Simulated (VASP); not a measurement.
Here is a VASP 6.6.1 calculation.

The input INCAR:

```
SYSTEM = Zr
PREC     = Accurate       ! precision mode
ENCUT    = 500            ! plane-wave cutoff, eV
EDIFF    = 1E-6           ! SCF threshold, eV
ISMEAR   = 0              ! smearing method
SIGMA    = 0.05           ! smearing width, eV
LREAL    = .FALSE.        ! projectors in reciprocal space
LASPH    = .TRUE.         ! aspherical terms in the spheres
NELM     = 120            ! most SCF steps
ALGO     = Normal         ! electronic algorithm
ISIF     = 2              ! what is computed and relaxed
LWAVE    = .FALSE.        ! write WAVECAR
LCHARG   = .FALSE.        ! write CHGCAR
GGA      = PE             ! functional
NBANDS   = 12             ! bands
GGA_COMPAT= .FALSE.
```

KPOINTS

```
Automatic mesh
0
G
  8 8 8
  0 0 0
```

The input POSCAR:

```
Zr
1.0
   -1.7939736148      1.7939736148      1.7939736148
    1.7939736148     -1.7939736148      1.7939736148
    1.7939736148      1.7939736148     -1.7939736148
Zr
1
Direct
    0.0000000000      0.0000000000      0.0000000000
```

Potentials or basis: VASP PAW PBE potentials, release 64 (Zr_sv).

The run is started by

```bash
$ cat potpaw_PBE.64/Zr_sv/POTCAR > POTCAR
$ mpirun -np 1 vasp_std > vasp.out
```

(1) Predict the band gap on the k mesh.

(2) Estimate the pressure.

Results:

(1) zero (band 6 reaches 9.92 eV, above the bottom of band 7 at 8.26 eV).

(2) -0.4 GPa.
